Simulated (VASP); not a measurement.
# InAs (I-4m2) in VASP: further runs

InAs is run at these levels: PBEsol; tasks: single point.

Everything below comes from runs of VASP 6.6.1. Logs are shortened: lines on timing, memory, paths and dates and some standing lists are left out, and cuts for length are marked.

### Step 1. The cell of the first run

It takes space group I-4m2 (No. 119, tetragonal). The conventional cell has a = 4.437 Å, b = 4.437 Å, c = 5.729 Å, α = 90.00°, β = 90.00°, γ = 90.00°. Within 3.5 Å of In (site symmetry -4m2) lie 4 As at 2.64 Å. Within 3.5 Å of As (site symmetry -4m2) lie 4 In at 2.64 Å.

### Step 2. Single point, PBEsol (28.20 Å³/atom)

INCAR reads:

```
PREC = Accurate
ENCUT = 520
EDIFF = 1E-6
ISMEAR = 0
SIGMA = 0.15
LREAL = F
LASPH = T
NELM = 80
ALGO = Normal
ISIF = 2
LWAVE = F
LCHARG = T
GGA = PS
LELF = T
LVHAR = T
NBANDS = 16
```

KPOINTS reads:

```
Automatic mesh
0
Gamma
  14 14 14
```

POSCAR reads:

```
InAs
1.0
    0.0000000000      2.8647211230      3.1377011204
    3.1377011204      0.0000000000      3.1377011204
    3.1377011204      2.8647211230      0.0000000000
In As
1 1
Direct
    0.0000000000      0.0000000000      0.0000000000
    0.7500000000      0.7500000000      0.7500000000
```

Potentials or basis: VASP PAW PBE potentials, release 64 (In_d, As).

On the command line:

```
$ cat potpaw_PBE.64/In_d/POTCAR potpaw_PBE.64/As/POTCAR > POTCAR
$ mpirun -np 1 vasp_std > vasp.out
```

OUTCAR:

```text
PREC = Accurate
   ENCUT = 520
   EDIFF = 1E-6
   ISMEAR = 0
   LREAL = F
   LASPH = T
   NELM = 80
   ISIF = 2
   GGA = PS

 ion  position               nearest neighbor table
   1  0.000  0.000  0.000-   2 2.64   2 2.64   2 2.64   2 2.64
   2  0.750  0.750  0.750-   1 2.64   1 2.64   1 2.64   1 2.64

  LATTYP: Found a body centered tetragonal cell.
 ALAT       =     4.4373794791
 C/A-ratio  =     1.2911769825

  Lattice vectors:

 A1 = (   0.0000000000,  -2.8647211230,   3.1377011204)
 A2 = (   0.0000000000,  -2.8647211230,  -3.1377011204)
 A3 = (   3.1377011204,   2.8647211230,   0.0000000000)

Analysis of symmetry for initial positions (statically):
=====================================================================
 Subroutine PRICEL returns:
 Original cell was already a primitive cell.

 Routine SETGRP: Setting up the symmetry group for a
 body centered tetragonal supercell.

 Subroutine GETGRP returns: Found  8 space group operations
 (whereof  8 operations were pure point group operations)
 out of a pool of 16 trial point group operations.

The static configuration has the point symmetry D_2d.

Analysis of symmetry for dynamics (positions and initial velocities):
=====================================================================
 Subroutine PRICEL returns:
 Original cell was already a primitive cell.

 Routine SETGRP: Setting up the symmetry group for a
 body centered tetragonal supercell.

 Subroutine GETGRP returns: Found  8 space group operations
 (whereof  8 operations were pure point group operations)
 out of a pool of 16 trial point group operations.

The dynamic configuration has the point symmetry D_2d.

 Subroutine INISYM returns: Found  8 space group operations
 (whereof  8 operations are pure point group operations),
 and found     1 'primitive' translations

----------------------------------------------------------------------------------------

                                     Primitive cell

  volume of cell :      56.4073

  direct lattice vectors                    reciprocal lattice vectors
     0.000000000  2.864721123  3.137701120    -0.159352335  0.174537059  0.159352335
     3.137701120  0.000000000  3.137701120     0.159352335 -0.174537059  0.159352335
     3.137701120  2.864721123  0.000000000     0.159352335  0.174537059 -0.159352335

  length of vectors
     4.248740453  4.437379479  4.248740453     0.285043011  0.285043011  0.285043011

  position of ions in fractional coordinates (direct lattice)
     0.000000000  0.000000000  0.000000000
     0.750000000  0.750000000  0.750000000

  ion indices of the primitive-cell ions
   primitive index   ion index
                 1           1
                 2           2

----------------------------------------------------------------------------------------

 KPOINTS: Automatic mesh

Automatic generation of k-mesh.
 Grid dimensions read from file:
 generate k-points for:   14   14   14

 Generating k-lattice:

  Cartesian coordinates                     Fractional coordinates (reciprocal lattice)
    -0.011382310  0.012466933  0.011382310     0.071428571  0.000000000 -0.000000000
     0.011382310 -0.012466933  0.011382310     0.000000000  0.071428571  0.000000000
     0.011382310  0.012466933 -0.011382310    -0.000000000  0.000000000  0.071428571

  Length of vectors
     0.020360215  0.020360215  0.020360215

  Shift w.r.t. Gamma in fractional coordinates (k-lattice)
     0.000000000  0.000000000  0.000000000

 Subroutine IBZKPT returns following result:
 ===========================================

 Found    244 irreducible k-points:

 Following reciprocal coordinates:
            Coordinates               Weight
  0.000000  0.000000  0.000000      1.000000
  0.071429  0.000000  0.000000      8.000000
  0.142857  0.000000 -0.000000      8.000000
  0.214286  0.000000 -0.000000      8.000000
  0.285714  0.000000 -0.000000      8.000000
  0.357143  0.000000 -0.000000      8.000000
[... 16 lines left out ...]
  0.214286  0.142857  0.000000     16.000000
  0.285714  0.142857 -0.000000     16.000000
 [... further k-points ...]
   k-points           NKPTS =    244   k-points in BZ     NKDIM =    244   number of bands    NBANDS=     16
   number of dos      NEDOS =    301   number of ions     NIONS =      2
   total plane-waves  NPLWV =  36864
   dimension x,y,z NGX =    32 NGY =   36 NGZ =   32
   dimension x,y,z NGXF=    64 NGYF=   72 NGZF=   64
   ions per type =               1   1
   NGX,Y,Z   is equivalent  to a cutoff of  12.52, 13.49, 12.52 a.u.
   NGXF,Y,Z  is equivalent  to a cutoff of  25.04, 26.97, 25.04 a.u.
 SYSTEM =  unknown system
   PREC   = accura    normal or accurate (medium, high low for compatibility)
   ISTART =      0    job   : 0-new  1-cont  2-samecut
   ICHARG =      2    charge: 1-file 2-atom 10-const
   ISPIN  =      1    spin polarized calculation?
   LNONCOLLINEAR =      F non collinear calculations
   LSORBIT =      F    spin-orbit coupling
   LASPH  =      T    aspherical Exc in radial PAW
   ENCUT  =  520.0 eV  38.22 Ry    6.18 a.u.   7.90  8.25  7.90*2*pi/ulx,y,z
   NELM   =     80;   NELMIN=  2; NELMDL= -5     # of ELM steps
   EDIFF  = 0.1E-05   stopping-criterion for ELM
   LREAL  =      F    real-space projection
   EDIFFG = 0.1E-04   stopping-criterion for IOM
   NSW    =      0    number of steps for IOM
   IBRION =     -1    ionic relax: 0-MD 1-quasi-New 2-CG
   NFREE  =      0    steps in history (QN), initial steepest desc. (CG)
   ISIF   =      2    stress and relaxation
   ISYM   =      2    0-nonsym 1-usesym 2-fastsym
   POTIM  = 0.5000    time-step for ionic-motion
   TEBEG  =    0.0;   TEEND  =   0.0 temperature during run
   PSTRESS=    0.0 pullay stress
   NELECT =      18.0000    total number of electrons
   NUPDOWN=      -1.0000    fix difference up-down
   EMIN   =  10.00;   EMAX   =-10.00  energy-range for DOS
   EFERMI =   0.00;   METHOD = LEGACY
   ISMEAR =     0;   SIGMA  =   0.15  broadening in eV -4-tet -1-fermi 0-gaus
   EFERMI_NEDOS =   21; number of points for ismear=-14 and -15
   IALGO  =     38    algorithm
   IMIX   =      4    mixing-type and parameters
     AMIX     =   0.40;   BMIX     =  1.00
     AMIX_MAG =   1.60;   BMIX_MAG =  1.00
  volume/ion in A,a.u.               =      28.20       190.33
  Fermi-wavevector in a.u.,A,eV,Ry     =   1.118718  2.114070 17.028089  1.251529
  Thomas-Fermi vector in A             =   2.255351
   LORBIT       =      0    0 simple, 1 ext, 2 COOP (PROOUT), +10 PAW based schemes
   GGA     = PS    functional components
   LHFCALC =     F    Hartree Fock is set to
   AEXX    =    0.0000 exact exchange contribution
   IVDW    =     0    specifies the selected vdW correction
   LEPSILON=     F    determine dielectric tensor
   LRPA    =     F    only Hartree local field effects (RPA)
 non-spin polarized calculation
 Gauss-broadening in eV      SIGMA  =   0.15
  energy-cutoff  :      520.00
  volume of cell :       56.41
 maximum number of plane-waves:      1546
   NGX = 15   NGY = 17   NGZ = 15

 number of electron      18.0000000 magnetization

 Free energy of the ion-electron system (eV)
  ---------------------------------------------------
  ext. energy  EPLUGINS =         0.00000000
  ---------------------------------------------------
  free energy    TOTEN  =        -8.46148581 eV

  energy without entropy =       -8.46136642  energy(sigma->0) =       -8.46142612

 E-fermi :   4.4107     XC(G=0):  -9.2049

 val. band max:        4.2208056948   @ k =   0.0714   0.0714   0.0000
 cond. band min:       4.4142836799   @ k =   0.0000   0.0000   0.0000
 fundamental gap:      0.1934779852
 Fermi energy:         4.4106624380

 k-point     1 :       0.0000    0.0000    0.0000
  band No.  band energies     occupation
      1     -10.1321      2.00000
      2     -10.1321      2.00000
      3     -10.1036      2.00000
      4     -10.0152      2.00000
      5     -10.0001      2.00000
      6      -7.5720      2.00000
[... 8 lines left out ...]
     15      13.0456      0.00000
     16      13.9067      0.00000

 k-point     2 :       0.0714    0.0000    0.0000
  band No.  band energies     occupation
      1     -10.1356      2.00000
      2     -10.1301      2.00000
      3     -10.1047      2.00000
      4     -10.0154      2.00000
      5      -9.9998      2.00000
      6      -7.5202      2.00000
[... 8 lines left out ...]
     15      12.6929      0.00000
     16      13.3217      0.00000

 k-point     3 :       0.1429    0.0000   -0.0000
  band No.  band energies     occupation
      1     -10.1493      2.00000
      2     -10.1248      2.00000
      3     -10.1040      2.00000
      4     -10.0158      2.00000
      5      -9.9988      2.00000
      6      -7.3691      2.00000
[... 8 lines left out ...]
     15      12.3516      0.00000
     16      13.0790      0.00000

 k-point     4 :       0.2143    0.0000   -0.0000
  band No.  band energies     occupation
      1     -10.1719      2.00000
      2     -10.1179      2.00000
      3     -10.0994      2.00000
      4     -10.0161      2.00000
      5      -9.9966      2.00000
      6      -7.1316      2.00000
[... 8 lines left out ...]
     15      12.3537      0.00000
     16      13.3068      0.00000

 k-point     5 :       0.2857    0.0000   -0.0000
  band No.  band energies     occupation
      1     -10.1969      2.00000
      2     -10.1112      2.00000
      3     -10.0936      2.00000
      4     -10.0158      2.00000
      5      -9.9930      2.00000
      6      -6.8326      2.00000
[... 8 lines left out ...]
     15      12.7695      0.00000
     16      13.2306      0.00000

 k-point     6 :       0.3571    0.0000   -0.0000
  band No.  band energies     occupation
      1     -10.2189      2.00000
      2     -10.1062      2.00000
      3     -10.0888      2.00000
      4     -10.0148      2.00000
      5      -9.9887      2.00000
      6      -6.5162      2.00000
[... 8 lines left out ...]
     15      13.5186      0.00000
     16      13.5315      0.00000

 k-point     7 :       0.4286    0.0000   -0.0000
  band No.  band energies     occupation
      1     -10.2337      2.00000
      2     -10.1034      2.00000
      3     -10.0859      2.00000
      4     -10.0135      2.00000
      5      -9.9851      2.00000
      6      -6.2574      2.00000
[... 8 lines left out ...]
     15      14.1204      0.00000
     16      14.4943      0.00000

 k-point     8 :       0.5000    0.0000   -0.0000
  band No.  band energies     occupation
      1     -10.2389      2.00000
      2     -10.1025      2.00000
      3     -10.0850      2.00000
      4     -10.0130      2.00000
      5      -9.9837      2.00000
      6      -6.1537      2.00000
[... 8 lines left out ...]
     15      14.3866      0.00000
     16      15.1806      0.00000

 k-point     9 :       0.0714    0.0714    0.0000
  band No.  band energies     occupation
      1     -10.1420      2.00000
      2     -10.1279      2.00000
      3     -10.1008      2.00000
      4     -10.0147      2.00000
      5     -10.0003      2.00000
      6      -7.5068      2.00000
[... 8 lines left out ...]
     15      12.2086      0.00000
     16      13.6931      0.00000
[... 172 lines left out ...]
 k-point    19 :      -0.2143    0.0714    0.0000
  band No.  band energies     occupation
      1     -10.1840      2.00000
      2     -10.1115      2.00000
      3     -10.0992      2.00000
      4     -10.0183      2.00000
      5      -9.9940      2.00000
      6      -6.9878      2.00000
[... 8 lines left out ...]
     15      12.7583      0.00000
     16      13.3392      0.00000

 k-point    20 :      -0.1429    0.0714    0.0000
  band No.  band energies     occupation
      1     -10.1600      2.00000
      2     -10.1179      2.00000
      3     -10.1058      2.00000
      4     -10.0177      2.00000
      5      -9.9969      2.00000
      6      -7.2488      2.00000
[... 8 lines left out ...]
     15      12.7183      0.00000
     16      13.3937      0.00000

 k-point    21 :      -0.0714    0.0714   -0.0000
  band No.  band energies     occupation
      1     -10.1422      2.00000
      2     -10.1247      2.00000
      3     -10.1083      2.00000
      4     -10.0165      2.00000
      5      -9.9987      2.00000
      6      -7.4318      2.00000
[... 8 lines left out ...]
     15      12.3836      0.00000
     16      13.6197      0.00000

 k-point    22 :       0.1429    0.1429    0.0000
  band No.  band energies     occupation
      1     -10.1680      2.00000
      2     -10.1162      2.00000
      3     -10.0931      2.00000
      4     -10.0146      2.00000
      5     -10.0005      2.00000
      6      -7.3164      2.00000
[... 8 lines left out ...]
     15      12.7825      0.00000
     16      13.9125      0.00000

 k-point    23 :       0.2143    0.1429    0.0000
  band No.  band energies     occupation
      1     -10.1850      2.00000
      2     -10.1087      2.00000
      3     -10.0887      2.00000
      4     -10.0154      2.00000
      5      -9.9997      2.00000
      6      -7.1471      2.00000
[... 8 lines left out ...]
     15      13.2856      0.00000
     16      13.9223      0.00000

 k-point    24 :       0.2857    0.1429   -0.0000
  band No.  band energies     occupation
      1     -10.2035      2.00000
      2     -10.1023      2.00000
      3     -10.0847      2.00000
      4     -10.0159      2.00000
      5      -9.9978      2.00000
      6      -6.8995      2.00000
[... 8 lines left out ...]
     15      13.3604      0.00000
     16      14.3419      0.00000

 [... further k-points ...]

------------------------ aborting loop because EDIFF is reached ----------------------------------------

  FORCE on cell =-STRESS in cart. coord.  units (eV):
  Direction    XX          YY          ZZ          XY          YZ          ZX
  --------------------------------------------------------------------------------------
  -------------------------------------------------------------------------------------
  Total       -0.3412634      0.5690185     -0.3412634      0.0000000      0.0000000      0.0000000
  in kB       -9.6931463     16.1622382     -9.6931463      0.0000000      0.0000000      0.0000000
  external PRESSURE =      -1.0746848 kB  Pullay stress =       0.0000000 kB

 VOLUME and BASIS-vectors are now :
 -----------------------------------------------------------------------------
  energy-cutoff  :      520.00
  volume of cell :       56.41
      direct lattice vectors                 reciprocal lattice vectors
     0.000000000  2.864721123  3.137701120    -0.159352335  0.174537059  0.159352335
     3.137701120  0.000000000  3.137701120     0.159352335 -0.174537059  0.159352335
     3.137701120  2.864721123  0.000000000     0.159352335  0.174537059 -0.159352335

 POSITION                                       TOTAL-FORCE (eV/Angst)
 -----------------------------------------------------------------------------------
      0.00000      0.00000      0.00000        -0.000000     -0.000000     -0.000000
      4.70655      4.29708      4.70655         0.000000      0.000000      0.000000
 -----------------------------------------------------------------------------------
    total drift:                                0.000001      0.000004      0.000001

  FREE ENERGIE OF THE ION-ELECTRON SYSTEM (eV)
  ---------------------------------------------------
  free  energy   TOTEN  =        -8.4614858142 eV

  energy  without entropy=       -8.4613664180  energy(sigma->0) =       -8.46142612
```

It took 71 s on 1 thread of Intel Xeon 6975P-C (Granite Rapids), shared host; peak memory 0.36 GiB.

What came out:

```
Free energy            : -8.4615 eV
Pressure               : -0.1 GPa
Band gap on the k mesh : 0.19 eV (least direct gap 0.38 eV)
```

Caveat: semilocal functionals underestimate gaps, and a narrow one can read as zero; the PAW data sets were made with another functional, which shifts forces and pressure a little; spin-orbit coupling is left out, which moves the levels of the heavy elements. A k mesh can miss the band edges.

### Step 3. Single point, PBEsol (30.46 Å³/atom)

This run uses another cell than the first one, of 30.46 Å³/atom.

INCAR reads:

```
SYSTEM = InAs
  PREC = Accurate
  ENCUT = 520
  EDIFF = 1E-6
  ISMEAR = 0
  SIGMA = 0.15
  LREAL = .FALSE.
  LASPH = .TRUE.
  NELM = 80
  ALGO = Normal
  ISIF = 2
  LWAVE = .FALSE.
  LCHARG = .FALSE.
  GGA = PS
  NBANDS = 16
```

KPOINTS reads:

```
regular mesh
0
G
  14 14 14
  0 0 0
```

POSCAR reads:

```
InAs
1.0
    0.0000000000      2.7661884925      3.3183643144
    3.3183643144      0.0000000000      3.3183643144
    3.3183643144      2.7661884925      0.0000000000
In As
1 1
Direct
    0.0000000000      0.0000000000      0.0000000000
    0.7500000000      0.7500000000      0.7500000000
```

Potentials or basis: VASP PAW PBE potentials, release 64 (In_d, As).

On the command line:

```
$ cat potpaw_PBE.64/In_d/POTCAR potpaw_PBE.64/As/POTCAR > POTCAR
$ mpirun -np 1 vasp_std > vasp.out
```

It took 75 s on 1 thread of Intel Xeon 6975P-C (Granite Rapids), shared host; peak memory 0.37 GiB.

Results (log left out):

```
Free energy            : -8.3201 eV
Pressure               : -4.0 GPa
Band gap on the k mesh : 0.15 eV (least direct gap 0.21 eV)
```

Stress tensor (GPa, compression positive):
```
-5.51  0.00  0.00
 0.00 -0.91  0.00
 0.00  0.00 -5.51
```

Levels at points of the mesh, in eV from the valence-band top:
```csv
k point,band 6,band 7,band 8,band 9,band 10,band 11,band 12,band 13
"(0.00, 0.00, 0.00)",-11.48,-1.15,-0.47,-0.47,0.15,3.49,3.86,3.86
"(0.50, 0.00, 0.00)",-10.30,-5.54,-1.54,-0.66,0.18,3.85,5.01,6.53
"(0.50, 0.50, 0.00)",-10.01,-5.96,-1.90,-1.83,1.62,2.24,7.12,7.48
"(0.50, 0.00, 0.50)",-9.62,-5.07,-2.80,-2.80,0.77,1.01,8.27,8.27
```

Caveat: the cell stands under tension; semilocal functionals underestimate gaps, and a narrow one can read as zero; the PAW data sets were made with another functional, which shifts forces and pressure a little; spin-orbit coupling is left out, which moves the levels of the heavy elements.

(Part 1 of 2 ends here.)
